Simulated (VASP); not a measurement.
InSb3: single point with PBE

Crystal: InSb3.

```
In Sb
1.0
     0.00000   -4.81384    0.00000
     0.00000    0.00000   -4.81384
     9.87767    0.00000    0.00000
In Sb
2 6
Direct
  0.00000 0.00000 0.36551
  0.00000 0.00000 0.85285
  0.00000 0.50000 0.12184
  0.00000 0.50000 0.60918
  0.50000 0.50000 0.36551
  0.50000 0.50000 0.85285
  0.50000 0.00000 0.12184
  0.50000 0.00000 0.60918
```

This cell differs from its parent crystal: the distance across one plane changed.

```yaml
Program: VASP 6.6.1
Task: single point
Functional: PBE
Potentials_or_basis: VASP PAW PBE potentials, release 64 (In_d, Sb)
Cutoff: 520 eV
k_mesh: 10 × 10 × 5
Occupations: gaussian, width 0.15 eV
Spin: no spin polarisation
Dipole_correction: no
Further_INCAR_settings: ALGO = Normal; EDIFF = 1e-06; NBANDS = 38
```

```yaml
Pressure: -1.2 GPa
Largest_force: 0.232 eV/Å
Band_gap_on_the_k_mesh: zero (bands 28 and 29 overlap by 1.83 eV)
```

Forces on the atoms (eV/Å):
```
In  -0.022  0.000  0.000
In   0.232  0.000  0.000
Sb  -0.166  0.000  0.000
Sb   0.063  0.000  0.000
Sb  -0.110  0.000  0.000
Sb   0.106  0.000  0.000
Sb  -0.166  0.000  0.000
Sb   0.063  0.000  0.000
```

Levels at points of the mesh, in eV from the Fermi level:
```csv
k point,band 26,band 27,band 28,band 29,band 30,band 31
"(0.00, 0.00, 0.00)",-0.90,-0.68,0.46,0.46,0.49,1.64
"(0.50, 0.00, 0.00)",-1.29,-1.06,-0.99,-0.87,-0.74,-0.28
"(0.50, 0.50, 0.00)",-1.28,-1.03,-1.03,-0.65,1.08,3.23
```

It took 3 min on 1 thread of AMD EPYC 9R45 96-Core Processor (Zen 5), on a shared host, peak memory 0.57 GiB.

Caveat: the cell differs from its parent crystal (the distance across one plane changed); spin-orbit coupling is left out, which moves the levels of the heavy elements.
